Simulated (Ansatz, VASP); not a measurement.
# Two plane-wave programs on Zn4Se3S

```
CELL_PARAMETERS angstrom
4.00308 0.00000 0.00000
0.00000 4.00308 0.00000
0.00000 0.00000 11.31617
ATOMIC_POSITIONS crystal
Zn 0.50000 0.00000 0.88484
Zn 0.00000 0.50000 0.11516
Zn 0.50000 0.00000 0.37156
Zn 0.00000 0.50000 0.62844
Se 0.50000 0.50000 0.24342
Se 0.00000 0.00000 0.50000
Se 0.50000 0.50000 0.75658
S 0.00000 0.00000 0.00000
```

Alike in both runs: functional PBE; k mesh 8 × 8 × 4; occupations gaussian, width 0.02 eV; no spin polarisation.

Ansatz relaxed the structure, and its values are those at the end. VASP's run is a single point on that final structure, the one shown.

```csv
,VASP,Ansatz
version,VASP 6.6.1,Ansatz 0.2.0
potentials or method,"VASP PAW PBE potentials, release 64 (Zn, Se, S), cutoff 520 eV","scalar-relativistic, plane waves, PAW"
valence electrons in the cell,72,102
```

|  | VASP | Ansatz | Ansatz less VASP |
| --- | --- | --- | --- |
| gap on the k mesh at the Fermi level (eV) | 1.30 | 1.30 | -0.001 |
| least direct gap on the mesh (eV) | 1.30 | 1.30 | -0.001 |
| pressure (GPa) | 0.2 | 0.0 | -0.22 |

With one functional, cell and mesh, what is left measures potentials, basis and numerics. VASP's potentials hold 72 valence electrons a cell and Ansatz's 102, so a difference there can come from the potentials and not from the codes.
